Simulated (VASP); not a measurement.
# C (Fmmm) in VASP: notebook

C is run at these levels: PBEsol+D3(BJ); tasks: single point.

Program: VASP 6.6.1. These are calculated values, not measurements. Logs are shortened: lines on timing, memory, paths and dates and some standing lists are left out, and cuts for length are marked.

### Step 1. The cell of the first run

The structure is orthorhombic, space group Fmmm (No. 69). The conventional cell has a = 2.459 Å, b = 4.256 Å, c = 6.649 Å, α = 90.00°, β = 90.00°, γ = 90.00°. Within 1.8 Å of C (site symmetry m2m) lie 3 C at 1.32 to 1.47 Å.

### Step 2. Single point, PBEsol+D3(BJ) (atoms shifted along a free coordinate)

INCAR reads:

```
PREC = Accurate
ENCUT = 520
EDIFF = 1E-6
ISMEAR = 0
SIGMA = 0.03
LREAL = F
LASPH = T
NELM = 80
ALGO = Normal
ISIF = 2
LWAVE = F
LCHARG = T
GGA = PS
IVDW = 12
LELF = T
LVHAR = T
NBANDS = 11
```

KPOINTS reads:

```
Automatic mesh
0
Gamma
  16 16 16
```

POSCAR reads:

```
C
1.0
    0.0000000000      2.1279941339      3.3243844763
    1.2294111613      0.0000000000      3.3243844763
    1.2294111613      2.1279941339      0.0000000000
C
2
Direct
    0.1549584640      0.8450415360      0.1549584640
    0.8450415360      0.1549584640      0.8450415360
```

Potentials or basis: VASP PAW PBE potentials, release 64 (C).

Started as:

```console
cat potpaw_PBE.64/C/POTCAR > POTCAR
mpirun -np 1 vasp_std > vasp.out
```

OUTCAR:

```text
PREC = Accurate
   ENCUT = 520
   EDIFF = 1E-6
   ISMEAR = 0
   LREAL = F
   LASPH = T
   NELM = 80
   ISIF = 2
   GGA = PS
   IVDW = 12
 IVDW          = 12

 ion  position               nearest neighbor table
   1  0.155  0.845  0.155-   2 1.32   2 1.47   2 1.47
   2  0.845  0.155  0.845-   1 1.32   1 1.47   1 1.47

  LATTYP: Found a face centered orthorhombic cell.
 ALAT       =     2.4588223226
 B/A-ratio  =     1.7309051690
 C/A-ratio  =     2.7040461165

  Lattice vectors:

 A1 = (   0.0000000000,   2.1279941339,   3.3243844763)
 A2 = (   1.2294111613,   0.0000000000,   3.3243844763)
 A3 = (   1.2294111613,   2.1279941339,   0.0000000000)

Analysis of symmetry for initial positions (statically):
=====================================================================
 Subroutine PRICEL returns:
 Original cell was already a primitive cell.

 Routine SETGRP: Setting up the symmetry group for a
 face centered orthorhombic supercell.

 Subroutine GETGRP returns: Found  8 space group operations
 (whereof  8 operations were pure point group operations)
 out of a pool of  8 trial point group operations.

The static configuration has the point symmetry D_2h.

Analysis of symmetry for dynamics (positions and initial velocities):
=====================================================================
 Subroutine PRICEL returns:
 Original cell was already a primitive cell.

 Routine SETGRP: Setting up the symmetry group for a
 face centered orthorhombic supercell.

 Subroutine GETGRP returns: Found  8 space group operations
 (whereof  8 operations were pure point group operations)
 out of a pool of  8 trial point group operations.

The dynamic configuration has the point symmetry D_2h.

 Subroutine INISYM returns: Found  8 space group operations
 (whereof  8 operations are pure point group operations),
 and found     1 'primitive' translations

----------------------------------------------------------------------------------------

                                     Primitive cell

  volume of cell :      17.3944

  direct lattice vectors                    reciprocal lattice vectors
     0.000000000  2.127994134  3.324384476    -0.406698764  0.234963054  0.150403783
     1.229411161  0.000000000  3.324384476     0.406698764 -0.234963054  0.150403783
     1.229411161  2.127994134  0.000000000     0.406698764  0.234963054 -0.150403783

  length of vectors
     3.947137087  3.544429989  2.457602661     0.493186394  0.493186394  0.493186394

[... 88 lines left out ...]
   POTIM  = 0.5000    time-step for ionic-motion
   TEBEG  =    0.0;   TEEND  =   0.0 temperature during run
   PSTRESS=    0.0 pullay stress
   NELECT =       8.0000    total number of electrons
   NUPDOWN=      -1.0000    fix difference up-down
   EMIN   =  10.00;   EMAX   =-10.00  energy-range for DOS
   EFERMI =   0.00;   METHOD = LEGACY
   ISMEAR =     0;   SIGMA  =   0.03  broadening in eV -4-tet -1-fermi 0-gaus
   EFERMI_NEDOS =   21; number of points for ismear=-14 and -15
   IALGO  =     38    algorithm
   IMIX   =      4    mixing-type and parameters
     AMIX     =   0.40;   BMIX     =  1.00
     AMIX_MAG =   1.60;   BMIX_MAG =  1.00
  volume/ion in A,a.u.               =       8.70        58.69
  Fermi-wavevector in a.u.,A,eV,Ry     =   1.263674  2.387999 21.726779  1.596873
  Thomas-Fermi vector in A             =   2.397019
   LORBIT       =      0    0 simple, 1 ext, 2 COOP (PROOUT), +10 PAW based schemes
   GGA     = PS    functional components
   LHFCALC =     F    Hartree Fock is set to
   AEXX    =    0.0000 exact exchange contribution
   IVDW    =    12    specifies the selected vdW correction
   LEPSILON=     F    determine dielectric tensor
   LRPA    =     F    only Hartree local field effects (RPA)
 non-spin polarized calculation
 Gauss-broadening in eV      SIGMA  =   0.03
  energy-cutoff  :      520.00
  volume of cell :       17.39
 maximum number of plane-waves:       483
 NGX is ok and might be reduce to    30
   NGX = 15   NGY = 13   NGZ =  9

 number of electron       8.0000000 magnetization

 Free energy of the ion-electron system (eV)
  ---------------------------------------------------
  ext. energy  EPLUGINS =         0.00000000
  ---------------------------------------------------
  free energy    TOTEN  =       -18.98267677 eV

  energy without entropy =      -18.98264395  energy(sigma->0) =      -18.98266036

 E-fermi :   4.5962     XC(G=0): -10.6198

 val. band max:        4.5797455190   @ k =  -0.1250   0.2500   0.3750
 cond. band min:       4.6186331984   @ k =  -0.0625   0.3750   0.4375
 fundamental gap:      0.0388876794
 Fermi energy:         4.5962103924

 k-point     1 :       0.0000    0.0000    0.0000
  band No.  band energies     occupation
      1     -14.9820      2.00000
      2      -1.8784      2.00000
      3       0.3416      2.00000
      4       3.3290      2.00000
      5       8.8291      0.00000
      6      11.2231      0.00000
      7      14.9028      0.00000
      8      16.3551      0.00000
      9      17.7650      0.00000
     10      27.1604      0.00000
     11      29.8186      0.00000
[... 309 lines left out ...]
 k-point    24 :      -0.0625    0.0625    0.0000
  band No.  band energies     occupation
      1     -14.6073      2.00000
      2      -1.4653      2.00000
      3      -0.4309      2.00000
      4       1.9224      2.00000
      5       9.2639      0.00000
      6      11.7253      0.00000
      7      15.0889      0.00000
      8      16.3326      0.00000
      9      18.2608      0.00000
     10      26.7372      0.00000
     11      28.3987      0.00000

 [... further k-points ...]

------------------------ aborting loop because EDIFF is reached ----------------------------------------

 Edisp (eV)   -0.22261

 E8    (eV) :    -0.1082

  FORCE on cell =-STRESS in cart. coord.  units (eV):
  Direction    XX          YY          ZZ          XY          YZ          ZX
  --------------------------------------------------------------------------------------
  -------------------------------------------------------------------------------------
  Total      -0.51566     2.46297    -0.03367     0.00000     0.00000     0.00000
  in kB     -47.49707   226.86192    -3.10112     0.00000     0.00000     0.00000
  external pressure =       58.75 kB  Pullay stress =        0.00 kB

 VOLUME and BASIS-vectors are now :
 -----------------------------------------------------------------------------
  energy-cutoff  :      520.00
  volume of cell :       17.39
      direct lattice vectors                 reciprocal lattice vectors
     0.000000000  2.127994134  3.324384476    -0.406698764  0.234963054  0.150403783
     1.229411161  0.000000000  3.324384476     0.406698764 -0.234963054  0.150403783
     1.229411161  2.127994134  0.000000000     0.406698764  0.234963054 -0.150403783

 POSITION                                       TOTAL-FORCE (eV/Angst)
 -----------------------------------------------------------------------------------
      1.22941      0.65950      3.32438         0.000000      6.182949      0.000000
      1.22941      3.59649      3.32438         0.000000     -6.182949      0.000000
 -----------------------------------------------------------------------------------
    total drift:                               -0.000000     -0.000000     -0.000000

  FREE ENERGIE OF THE ION-ELECTRON SYSTEM (eV)
  ---------------------------------------------------
  free  energy   TOTEN  =       -19.2052894071 eV

  energy  without entropy=      -19.2052565869  energy(sigma->0) =      -19.20527300
```

Run time: 2.8 min. Hardware: 1 thread of Intel Xeon 8259CL, shared host; peak memory 0.23 GiB.

What came out:

```
Free energy                : -19.2053 eV
Pressure                   : 5.9 GPa
Largest force              : 6.183 eV/Å
Band gap on the k mesh     : zero (bands 4 and 5 overlap by 0.42 eV)
Dispersion energy per atom : -0.111 eV
```

Forces on the atoms (eV/Å):
```
C    0.000  6.183  0.000
C    0.000 -6.183  0.000
```

Stress tensor (GPa, compression positive):
```
-4.75  0.00  0.00
 0.00 22.69  0.00
 0.00  0.00 -0.31
```

Levels at points of the mesh, in eV from the Fermi level:
```
           k point  band 2  band 3  band 4  band 5  band 6  band 7
(0.00, 0.00, 0.00)   -6.47   -4.25   -1.27    4.23    6.63   10.31
(0.50, 0.00, 0.00)  -12.73   -6.46   -2.65    2.33    7.08   12.50
(0.50, 0.50, 0.00)   -8.57   -4.23   -1.31    6.53   10.20   10.61
(0.50, 0.00, 0.50)  -13.78   -5.64   -0.61    1.42    8.12   10.96
(0.00, 0.50, 0.50)  -13.53   -5.71   -2.28   -0.07    7.67   14.05
```

Caveat: the cell differs from its parent crystal (atoms shifted along a free coordinate); the cell stands under pressure; the PAW data sets were made with another functional, which shifts forces and pressure a little.

### Step 3. Single point, PBEsol+D3(BJ) (atoms shifted along a free coordinate)

INCAR reads:

```
SYSTEM = C
PREC = Accurate
ENCUT = 520
EDIFF = 1E-6
ISMEAR = 0
SIGMA = 0.03
LREAL = .False.
LASPH = .True.
NELM = 100
ALGO = Normal
ISIF = 2
LWAVE = .False.
LCHARG = .False.
GGA = PS
IVDW = 12
NBANDS = 11
```

KPOINTS reads:

```
Automatic mesh
0
Gamma
  16 16 16
  0 0 0
```

POSCAR reads:

```
C
1.0
    0.0000000000      2.1651688962      3.3824594497
    1.2508882260      0.0000000000      3.3824594497
    1.2508882260      2.1651688962      0.0000000000
C
2
Direct
    0.1549584640      0.8450415360      0.1549584640
    0.8450415360      0.1549584640      0.8450415360
```

Potentials or basis: VASP PAW PBE potentials, release 64 (C).

Started as:

```console
cat potpaw_PBE.64/C/POTCAR > POTCAR
mpirun -np 1 vasp_std > vasp.out
```

OUTCAR:

```text
SYSTEM = C
   PREC = Accurate
   ENCUT = 520
   EDIFF = 1E-6
   ISMEAR = 0
   LREAL = .False.
   LASPH = .True.
   NELM = 100
   ISIF = 2
   GGA = PS
   IVDW = 12
 IVDW          = 12

 ion  position               nearest neighbor table
   1  0.155  0.845  0.155-   2 1.34   2 1.50   2 1.50
   2  0.845  0.155  0.845-   1 1.34   1 1.50   1 1.50

  LATTYP: Found a face centered orthorhombic cell.
 ALAT       =     2.5017764520
 B/A-ratio  =     1.7309051690
 C/A-ratio  =     2.7040461165

  Lattice vectors:

 A1 = (   0.0000000000,   2.1651688962,   3.3824594497)
 A2 = (   1.2508882260,   0.0000000000,   3.3824594497)
 A3 = (   1.2508882260,   2.1651688962,   0.0000000000)

Analysis of symmetry for initial positions (statically):
=====================================================================
 Subroutine PRICEL returns:
 Original cell was already a primitive cell.

 Routine SETGRP: Setting up the symmetry group for a
 face centered orthorhombic supercell.

 Subroutine GETGRP returns: Found  8 space group operations
 (whereof  8 operations were pure point group operations)
 out of a pool of  8 trial point group operations.

The static configuration has the point symmetry D_2h.

Analysis of symmetry for dynamics (positions and initial velocities):
=====================================================================
 Subroutine PRICEL returns:
 Original cell was already a primitive cell.

 Routine SETGRP: Setting up the symmetry group for a
 face centered orthorhombic supercell.

 Subroutine GETGRP returns: Found  8 space group operations
 (whereof  8 operations were pure point group operations)
 out of a pool of  8 trial point group operations.

The dynamic configuration has the point symmetry D_2h.

 Subroutine INISYM returns: Found  8 space group operations
 (whereof  8 operations are pure point group operations),
 and found     1 'primitive' translations

----------------------------------------------------------------------------------------
[... 121 lines left out ...]
   IVDW    =    12    specifies the selected vdW correction
   LEPSILON=     F    determine dielectric tensor
   LRPA    =     F    only Hartree local field effects (RPA)
 non-spin polarized calculation
 Gauss-broadening in eV      SIGMA  =   0.03
  energy-cutoff  :      520.00
  volume of cell :       18.32
 maximum number of plane-waves:       510
 NGX is ok and might be reduce to    30
   NGX = 15   NGY = 13   NGZ =  9

 number of electron       8.0000000 magnetization

 Free energy of the ion-electron system (eV)
  ---------------------------------------------------
  ext. energy  EPLUGINS =         0.00000000
  ---------------------------------------------------
  free energy    TOTEN  =       -18.97918026 eV

  energy without entropy =      -18.97914773  energy(sigma->0) =      -18.97916400

 E-fermi :   4.1739     XC(G=0): -10.3943

 val. band max:        4.1642662984   @ k =   0.0000   0.4375   0.4375
 cond. band min:       4.1748672611   @ k =  -0.0625   0.4375   0.5000
 fundamental gap:      0.0106009627
 Fermi energy:         4.1739246451

 k-point     1 :       0.0000    0.0000    0.0000
  band No.  band energies     occupation
      1     -15.0168      2.00000
      2      -2.0702      2.00000
      3      -0.1006      2.00000
      4       2.8036      2.00000
      5       8.4307      0.00000
      6      10.4636      0.00000
      7      13.9875      0.00000
      8      15.2781      0.00000
      9      16.2301      0.00000
     10      26.0303      0.00000
     11      28.6035      0.00000
[... 309 lines left out ...]
 k-point    24 :      -0.0625    0.0625    0.0000
  band No.  band energies     occupation
      1     -14.6543      2.00000
      2      -1.6747      2.00000
      3      -0.8480      2.00000
      4       1.4387      2.00000
      5       8.8550      0.00000
      6      10.9196      0.00000
      7      14.1057      0.00000
      8      15.3976      0.00000
      9      16.7198      0.00000
     10      25.7215      0.00000
     11      27.2050      0.00000

 [... further k-points ...]

------------------------ aborting loop because EDIFF is reached ----------------------------------------

 Edisp (eV)   -0.21670

 E8    (eV) :    -0.1053

  FORCE on cell =-STRESS in cart. coord.  units (eV):
  Direction    XX          YY          ZZ          XY          YZ          ZX
  --------------------------------------------------------------------------------------
  -------------------------------------------------------------------------------------
  Total      -2.51842    -0.39990    -0.07983    -0.00000     0.00000     0.00000
  in kB    -220.22497   -34.96926    -6.98118    -0.00000     0.00000     0.00000
  external pressure =      -87.39 kB  Pullay stress =        0.00 kB

 VOLUME and BASIS-vectors are now :
 -----------------------------------------------------------------------------
  energy-cutoff  :      520.00
  volume of cell :       18.32
      direct lattice vectors                 reciprocal lattice vectors
     0.000000000  2.165168896  3.382459450    -0.399715970  0.230928867  0.147821432
     1.250888226  0.000000000  3.382459450     0.399715970 -0.230928867  0.147821432
     1.250888226  2.165168896  0.000000000     0.399715970  0.230928867 -0.147821432

 POSITION                                       TOTAL-FORCE (eV/Angst)
 -----------------------------------------------------------------------------------
      1.25089      0.67102      3.38246         0.000000      5.486698      0.000000
      1.25089      3.65932      3.38246         0.000000     -5.486698      0.000000
 -----------------------------------------------------------------------------------
    total drift:                               -0.000000     -0.000000     -0.000000

  FREE ENERGIE OF THE ION-ELECTRON SYSTEM (eV)
  ---------------------------------------------------
  free  energy   TOTEN  =       -19.1958766000 eV

  energy  without entropy=      -19.1958440697  energy(sigma->0) =      -19.19586033
```

It took 58 s on 1 thread of Intel Xeon 6975P-C (Granite Rapids), shared host; peak memory 0.23 GiB.

Results:

* Free energy: -19.1959 eV
* Pressure: -8.7 GPa
* Largest force: 5.487 eV/Å
* Band gap on the k mesh: zero (bands 4 and 5 overlap by 0.38 eV)
* Dispersion energy per atom: -0.108 eV

Forces in eV/Å, atoms in the order of the input:
```
C    0.000  5.487  0.000
C    0.000 -5.487  0.000
```

Caveat: the cell differs from its parent crystal (atoms shifted along a free coordinate); the cell stands under tension; the PAW data sets were made with another functional, which shifts forces and pressure a little.

### Step 4. Single point, PBEsol+D3(BJ) (atoms shifted along a free coordinate)

INCAR reads:

```
ALGO     = Normal         # electronic algorithm
EDIFF    = 1E-6           # SCF threshold, eV
ENCUT    = 520            # plane-wave cutoff, eV
GGA      = PS             # functional
ISIF     = 2              # what is computed and relaxed
ISMEAR   = 0              # smearing method
IVDW     = 12             # dispersion correction
LASPH    = T              # aspherical terms in the spheres
LCHARG   = F              # write CHGCAR
LREAL    = F              # projectors in reciprocal space
LWAVE    = F              # write WAVECAR
NBANDS   = 11             # bands
NELM     = 80             # most SCF steps
PREC     = Accurate       # precision mode
SIGMA    = 0.03           # smearing width, eV
```

KPOINTS reads:

```
k-points
0
Gamma
  16 16 16
```

POSCAR reads:

```
C
1.0
    0.0000000000      2.1651688962      3.3824594497
    1.2508882260      0.0000000000      3.3824594497
    1.2508882260      2.1651688962      0.0000000000
C
2
Direct
    0.2019510748      0.7980489252      0.2019510748
    0.7980489252      0.2019510748      0.7980489252
```

Started as:

```console
cat potpaw_PBE.64/C/POTCAR > POTCAR
mpirun -np 1 vasp_std > vasp.out
```

Run time: 59 s. Hardware: 1 thread of Intel Xeon 6975P-C (Granite Rapids), shared host; peak memory 0.22 GiB.

Results (log left out):

```yaml
Free_energy: -17.8797 eV
Pressure: 10.3 GPa
Largest_force: 7.360 eV/Å
Band_gap_on_the_k_mesh: zero (bands 4 and 5 overlap by 2.10 eV)
Dispersion_energy_per_atom: -0.110 eV
```

Forces on the atoms (eV/Å):
```
C    0.000 -7.360  0.000
C    0.000  7.360  0.000
```

Stress tensor (GPa, compression positive):
```
32.66  0.00  0.00
 0.00 -0.79  0.00
 0.00  0.00 -0.86
```

Levels at points of the mesh, in eV from the Fermi level:
```csv
k point,band 1,band 2,band 3,band 4,band 5,band 6,band 7,band 8,band 9
"(0.00, 0.00, 0.00)",-19.68,-7.26,-6.80,1.61,2.49,4.06,11.00,11.71,13.68
"(0.50, 0.00, 0.00)",-14.46,-14.37,-4.73,-1.86,-0.08,4.35,12.23,12.51,18.95
"(0.50, 0.50, 0.00)",-19.39,-8.70,-7.29,1.72,2.55,9.74,11.30,11.38,13.46
"(0.50, 0.00, 0.50)",-15.29,-11.53,-8.94,-3.62,5.75,6.26,10.52,11.58,14.90
"(0.00, 0.50, 0.50)",-15.07,-11.32,-8.98,-4.82,3.58,5.88,11.96,15.32,16.28
```

Caveat: the cell differs from its parent crystal (atoms shifted along a free coordinate); the cell stands under pressure; the PAW data sets were made with another functional, which shifts forces and pressure a little.

(Continued in part 2 of 2.)
